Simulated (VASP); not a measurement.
A run of VASP 6.6.1 is set up as follows.

INCAR

```
ALGO = Normal
EDIFF = 1E-6
ENCUT = 520
GGA = PE
ISIF = 2
ISMEAR = -1
LASPH = T
LCHARG = T
LELF = T
LREAL = F
LVHAR = T
LWAVE = F
NBANDS = 29
NELM = 100
PREC = Accurate
SIGMA = 0.02
```

File KPOINTS:

```
k-points
0
Gamma
  6 6 6
```

File POSCAR:

```
KZnCl3
1.0
    4.9001150810      0.0000000000      0.0000000000
    0.0000000000      4.9001150810      0.0000000000
    0.0000000000      0.0000000000      4.9001150810
K Zn Cl
1 1 3
Direct
    0.0000000000      0.0000000000      0.0000000000
    0.5000000000      0.5000000000      0.5000000000
    0.5000000000      0.5000000000      0.0000000000
    0.5000000000      0.0000000000      0.5000000000
    0.0000000000      0.5000000000      0.5000000000
```

Potentials or basis: VASP PAW PBE potentials, release 64 (K_sv, Zn, Cl).

Launch:

```console
$ cat potpaw_PBE.64/K_sv/POTCAR potpaw_PBE.64/Zn/POTCAR potpaw_PBE.64/Cl/POTCAR > POTCAR
$ mpirun -np 1 vasp_std > vasp.out
```

Q: What does it give for the pressure?

A: 1.7 GPa.

Q: Predict the band gap on the k mesh.

A: 1.62 eV (least direct gap 2.12 eV).

A k mesh can miss the band edges.
